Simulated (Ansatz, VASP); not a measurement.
**One calculation of Tl, two programs**

```
Tl
1.0
     0.00000    3.61293    3.61293
     3.61293    0.00000    3.61293
     3.61293    3.61293    0.00000
Tl
2
Cartesian
  0.9032 0.9032 0.9032
  6.3226 6.3226 6.3226
```

Alike in both runs: task single point; functional PBE; k mesh 13 × 13 × 13; occupations fermi-dirac, width 0.1 eV; no spin polarisation.

|  | VASP | Ansatz |
| --- | --- | --- |
| version | VASP 6.6.1 | Ansatz 0.2.0 |
| potentials or method | VASP PAW PBE potentials, release 64 (Tl_d), cutoff 520 eV | plane waves (420 eV) with PAW, scalar-relativistic |
| valence electrons in the cell | 26 | 26 |

|  | VASP | Ansatz | Ansatz less VASP |
| --- | --- | --- | --- |
| pressure (GPa) | -0.6 | -0.5 | +0.04 |

The functional is the same, so the differences come from potentials, cutoffs and numerics.

Neither program's run includes spin-orbit coupling.
